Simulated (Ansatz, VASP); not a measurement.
## One calculation of Al2Cu, two programs

```
CELL_PARAMETERS angstrom
-2.94647 2.94647 2.33967
2.94647 -2.94647 2.33967
2.94647 2.94647 -2.33967
ATOMIC_POSITIONS crystal
Al 0.65840 0.15840 0.81679
Al 0.15840 0.34160 0.50000
Al 0.34160 0.84160 0.18321
Al 0.84160 0.65840 0.50000
Cu 0.25000 0.25000 0.00000
Cu 0.75000 0.75000 0.00000
```

Alike in both runs: functional r2SCAN; k mesh 9 × 9 × 9; occupations fermi-dirac, width 0.1 eV; no spin polarisation.

Ansatz relaxed the structure, and its values are those at the end. VASP's run is a single point on that final structure, the one shown.

```csv
,VASP,Ansatz
version,VASP 6.6.1,Ansatz 0.2.0
potentials or method,"VASP PAW PBE potentials, release 64 (Al, Cu), cutoff 520 eV",PAW plane waves
valence electrons in the cell,34,50
```

Ansatz gave:

* pressure (GPa): 8.1

**Question.** Estimate VASP's values.

**Answer.** Pressure (GPa): 7.9.

VASP's potentials were made for PBE, not for r2SCAN. With one functional, cell and mesh, what is left measures potentials, basis and numerics. VASP's potentials hold 34 valence electrons a cell and Ansatz's 50, so a difference there can come from the potentials and not from the codes. Ansatz's warnings: stress scf threshold loose.
